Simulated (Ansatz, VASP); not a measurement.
## Si2W: VASP beside Ansatz

INCAR

```
SYSTEM = Si2W
  ALGO = Normal
  EDIFF = 1E-7
  ENCUT = 520
  ISIF = 2
  ISMEAR = 0
  LASPH = .TRUE.
  LCHARG = .FALSE.
  LREAL = .FALSE.
  LWAVE = .FALSE.
  NBANDS = 43
  NELM = 60
  PREC = Accurate
  SIGMA = 0.03
```

KPOINTS

```
k-points
0
G
  9 9 6
  0 0 0
```

Contents of POSCAR:

```
Si2W
1.0
    4.6797998650      0.0000000000      0.0000000000
   -2.3398999325      4.0528255677      0.0000000000
    0.0000000000      0.0000000000      6.2119663407
Si W
6 3
Direct
    0.8572664714      0.7145329428      0.5000000000
    0.1427335286      0.8572664714      0.8333333333
    0.7145329428      0.8572664714      0.1666666667
    0.1427335286      0.2854670572      0.5000000000
    0.8572664714      0.1427335286      0.8333333333
    0.2854670572      0.1427335286      0.1666666667
    0.0000000000      0.5000000000      0.1666666667
    0.5000000000      0.5000000000      0.8333333333
    0.5000000000      0.0000000000      0.5000000000
```

Input for Ansatz:

```yaml
crystal:
  lattice:
    - [4.679799865, 0.0, 0.0]
    - [-2.3398999325, 4.0528255677, 0.0]
    - [0.0, 0.0, 6.2119663407]
  atoms:
    - { symbol: Si, position: [0.8572664714, 0.7145329428, 0.5] }
    - { symbol: Si, position: [0.1427335286, 0.8572664714, 0.8333333333] }
    - { symbol: Si, position: [0.7145329428, 0.8572664714, 0.1666666667] }
    - { symbol: Si, position: [0.1427335286, 0.2854670572, 0.5] }
    - { symbol: Si, position: [0.8572664714, 0.1427335286, 0.8333333333] }
    - { symbol: Si, position: [0.2854670572, 0.1427335286, 0.1666666667] }
    - { symbol: W, position: [0.0, 0.5, 0.1666666667] }
    - { symbol: W, position: [0.5, 0.5, 0.8333333333] }
    - { symbol: W, position: [0.5, 0.0, 0.5] }
basis:
  ecutwfc: 420
kpoints:
  mp_grid: { grid: [9, 9, 6] }
hamiltonian:
  xc: lda
  pseudopotentials: { kind: paw, azcp: { folder: soft_1 } }
scf:
  occupations: { method: gaussian, width: 0.03 }
output:
  forces: true
  stress: true
  eigenvalues: true
```

Alike in both runs: task single point; functional LDA; k mesh 9 × 9 × 6; occupations gaussian, width 0.03 eV; no spin polarisation.

```csv
,VASP,Ansatz
version,VASP 6.6.1,Ansatz 0.2.0
potentials or method,"VASP PAW LDA potentials, release 64 (Si, W_sv), cutoff 520 eV","scalar-relativistic, plane waves, PAW"
valence electrons in the cell,66,66
```

```csv
,VASP,Ansatz,Ansatz less VASP
gap on the k mesh at the Fermi level (eV),none,none,-
pressure (GPa),6.7,6.1,-0.65
"traceless stress, the component that is largest in VASP (GPa)",11.58,11.55,-0.027
rms of the force components (eV/Å),1.489,1.492,+0.0029
```

Ansatz warns that its potentials were made for another functional, while VASP's fit it. LDA's correlation is that of Perdew and Zunger in VASP and of Perdew and Wang (1992) in Ansatz. Atom by atom the forces differ by 0.003 eV/Å (rms over components). A gap of «none» marks a metal or a gap that the smearing closes.

Spin-orbit coupling is off throughout.
